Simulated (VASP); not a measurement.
Write the native input for VASP 6.6.1 that does the following.

```yaml
Task: single point
Functional: r2SCAN
Potentials_or_basis: VASP PAW PBE potentials, release 64 (Re)
Cutoff: 520 eV
k_mesh: 13 × 13 × 7
Occupations: methfessel-paxton, width 0.2 eV
Spin: no spin polarisation
Dipole_correction: no
Further_INCAR_settings: ALGO = Normal; EDIFF = 1e-06; NBANDS = 14
```

The system is Re.

```
CELL_PARAMETERS angstrom
2.75983 0.00000 0.00000
-1.37991 2.39008 0.00000
0.00000 0.00000 4.45723
ATOMIC_POSITIONS crystal
Re 0.33333 0.66667 0.25000
Re 0.66667 0.33333 0.75000
```

One way to write it, as run:

POSCAR

```
Re
1.0
    2.7598270443      0.0000000000      0.0000000000
   -1.3799135221      2.3900803304      0.0000000000
    0.0000000000      0.0000000000      4.4572270891
Re
2
Direct
    0.3333333333      0.6666666667      0.2500000000
    0.6666666667      0.3333333333      0.7500000000
```

INCAR.step1

```
  ALGO = Normal
  EDIFF = 1E-4
  ENCUT = 520
  GGA = PE
  ISMEAR = 1
  LASPH = T
  LCHARG = F
  LREAL = F
  LWAVE = T
  NBANDS = 14
  NELM = 60
  PREC = Accurate
  SIGMA = 0.2
```

INCAR.step2

```
  ALGO = Normal
  EDIFF = 1E-6
  ENCUT = 520
  ISIF = 2
  ISMEAR = 1
  ISTART = 1
  LASPH = T
  LCHARG = F
  LMIXTAU = T
  LREAL = F
  LWAVE = F
  METAGGA = R2SCAN
  NBANDS = 14
  NELM = 60
  PREC = Accurate
  SIGMA = 0.2
```

KPOINTS

```
k-points
0
Gamma
  13 13 7
```

Potentials or basis: VASP PAW PBE potentials, release 64 (Re).

Command:

```sh
$ cat potpaw_PBE.64/Re/POTCAR > POTCAR
$ cp INCAR.step1 INCAR
$ mpirun -np 1 vasp_std > vasp.out
$ cp INCAR.step2 INCAR
$ mpirun -np 1 vasp_std > vasp.out
```

Results of the run:

* Pressure: -0.2 GPa
* Band gap on the k mesh: zero (bands 7 and 8 overlap by 2.80 eV)

Caveat: the PAW data sets were made with another functional, which shifts forces and pressure a little; spin-orbit coupling is left out, which moves the levels of the heavy elements.

It took 80 s on 1 thread of Intel(R) Xeon(R) 6975P-C (Granite Rapids), with other jobs on the host, peak memory 0.18 GiB.
